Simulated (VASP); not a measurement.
Here is a VASP 6.6.1 calculation.

File INCAR:

```
SYSTEM = SnO2
  ALGO = Normal
  EDIFF = 1E-6
  ENCUT = 520
  ISIF = 2
  ISMEAR = 0
  LASPH = .True.
  LCHARG = .True.
  LELF = .True.
  LREAL = .False.
  LVHAR = .True.
  LWAVE = .False.
  NBANDS = 35
  NELM = 60
  PREC = Accurate
  SIGMA = 0.05
```

Contents of KPOINTS:

```
k-points
0
Gamma
  6 6 10
  0 0 0
```

Contents of POSCAR:

```
SnO2
1.0
    5.1153852581      0.0000000000      0.0000000000
    0.0000000000      4.5345931424      0.0000000000
    0.0000000000      0.0000000000      3.0631505291
Sn O
2 4
Direct
    0.5000000000      0.5000000000      0.5000000000
    0.0000000000      0.0000000000      0.0000000000
    0.3219075412      0.2848591290      0.0000000000
    0.8219075412      0.2151408710      0.5000000000
    0.1780924588      0.7848591290      0.5000000000
    0.6780924588      0.7151408710      0.0000000000
```

Potentials or basis: VASP PAW LDA potentials, release 64 (Sn_d, O).

The run is started by

```bash
$ cat potpaw_LDA.64/Sn_d/POTCAR potpaw_LDA.64/O/POTCAR > POTCAR
$ mpirun -np 1 vasp_std > vasp.out
```

Q: Estimate the pressure.

A: 2.5 GPa.

Q: Estimate the band gap on the k mesh.

A: 1.53 eV.

Q: Predict the largest force.

A: 0.061 eV/Å.

Stress tensor (GPa, compression positive):
```
-7.15  0.00  0.00
 0.00  1.82  0.00
 0.00  0.00 12.68
```

Caveat: the stress differs along the axes, from -7 to 13 GPa; spin-orbit coupling is left out, which moves the levels of the heavy elements.
